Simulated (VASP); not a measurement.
Here is a VASP 6.6.1 calculation.

Contents of INCAR:

```
SYSTEM = Au
ALGO = Normal
EDIFF = 1E-7
ENCUT = 520
GGA = PS
ISIF = 2
ISMEAR = -1
LASPH = .True.
LCHARG = .False.
LREAL = .False.
LWAVE = .False.
NBANDS = 12
NELM = 80
PREC = Accurate
SIGMA = 0.1
```

File KPOINTS:

```
k-points
0
Gamma
  13 13 13
  0 0 0
```

Contents of POSCAR:

```
Au
1.0
    2.6942616035      0.0000000000      0.0000000000
    0.0000000000      2.6942616035      0.0000000000
    0.0000000000      0.0000000000      2.6942616035
Au
1
Direct
    0.0000000000      0.0000000000      0.0000000000
```

Potentials or basis: VASP PAW PBE potentials, release 64 (Au).

Run with:

```bash
$ cat potpaw_PBE.64/Au/POTCAR > POTCAR
$ mpirun -np 1 vasp_std > vasp.out
```

**Question.** Predict the pressure.

**Answer.** -0.2 GPa.

Caveat: the PAW data sets were made with another functional, which shifts forces and pressure a little.
